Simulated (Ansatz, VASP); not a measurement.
## CO2: VASP beside Ansatz

The input INCAR:

```
PREC = Accurate
ENCUT = 520
EDIFF = 1E-6
ISMEAR = 0
SIGMA = 0.05
LREAL = F
LASPH = T
NELM = 100
ALGO = Normal
ISIF = 2
LWAVE = F
LCHARG = T
GGA = PE
LELF = T
LVHAR = T
NBANDS = 44
```

File KPOINTS:

```
Automatic mesh
0
Gamma
  4 4 4
```

Contents of POSCAR:

```
CO2
1.0
    6.1559429308      0.0000000000      0.0000000000
    0.0000000000      6.1559429308      0.0000000000
    0.0000000000      0.0000000000      5.8659980187
C O
4 8
Direct
    0.0000000000      0.0000000000      0.0000000000
    0.5000000000      0.0000000000      0.5000000000
    0.5000000000      0.5000000000      0.0000000000
    0.0000000000      0.5000000000      0.5000000000
    0.1114834447      0.1114834447      0.1114834447
    0.3885165553      0.8885165553      0.6114834447
    0.6114834447      0.3885165553      0.8885165553
    0.8885165553      0.6114834447      0.3885165553
    0.8885165553      0.8885165553      0.8885165553
    0.6114834447      0.1114834447      0.3885165553
    0.3885165553      0.6114834447      0.1114834447
    0.1114834447      0.3885165553      0.6114834447
```

Input for Ansatz:

```yaml
crystal:
  lattice:
    - [6.1559429308, 0.0, 0.0]
    - [0.0, 6.1559429308, 0.0]
    - [0.0, 0.0, 5.8659980187]
  atoms:
    - { symbol: C, position: [0.0, 0.0, 0.0] }
    - { symbol: C, position: [0.5, 0.0, 0.5] }
    - { symbol: C, position: [0.5, 0.5, 0.0] }
    - { symbol: C, position: [0.0, 0.5, 0.5] }
    - { symbol: O, position: [0.1114834447, 0.1114834447, 0.1114834447] }
    - { symbol: O, position: [0.3885165553, 0.8885165553, 0.6114834447] }
    - { symbol: O, position: [0.6114834447, 0.3885165553, 0.8885165553] }
    - { symbol: O, position: [0.8885165553, 0.6114834447, 0.3885165553] }
    - { symbol: O, position: [0.8885165553, 0.8885165553, 0.8885165553] }
    - { symbol: O, position: [0.6114834447, 0.1114834447, 0.3885165553] }
    - { symbol: O, position: [0.3885165553, 0.6114834447, 0.1114834447] }
    - { symbol: O, position: [0.1114834447, 0.3885165553, 0.6114834447] }
basis:
  ecutwfc: 520.0
kpoints:
  mp_grid: { grid: [4, 4, 4] }
hamiltonian:
  xc: pbe
scf:
  occupations: { method: gaussian, width: 0.05 }
output:
  forces: true
  stress: true
  eigenvalues: true
  write_density: true
  write_potential: true
  elf: true
  volumetric_format: npy
```

Alike in both runs: task single point; functional PBE; k mesh 4 × 4 × 4; occupations gaussian, width 0.05 eV; no spin polarisation.

|  | VASP | Ansatz |
| --- | --- | --- |
| version | VASP 6.6.1 | Ansatz 0.2.0 |
| potentials or method | VASP PAW PBE potentials, release 64 (C, O), cutoff 520 eV | scalar-relativistic, plane waves, PAW |
| valence electrons in the cell | 64 | 64 |

|  | VASP | Ansatz | Ansatz less VASP |
| --- | --- | --- | --- |
| gap on the k mesh at the Fermi level (eV) | 6.58 | 6.60 | +0.015 |
| least direct gap on the mesh (eV) | 6.58 | 6.60 | +0.015 |
| pressure (GPa) | 1.1 | -0.1 | -1.20 |
| traceless stress, the component that is largest in VASP (GPa) | 0.03 | 0.11 | +0.085 |
| rms of the force components (eV/Å) | 0.270 | 0.029 | -0.2416 |

Atom by atom the forces differ by 0.299 eV/Å (rms over components). One of these differences is far larger than is usual between the two programs; its cause wasn't traced. The functional is the same, so the differences come from potentials, cutoffs and numerics.

Noted on VASP's run: the standard files for N, O and F lose accuracy on very short bonds.
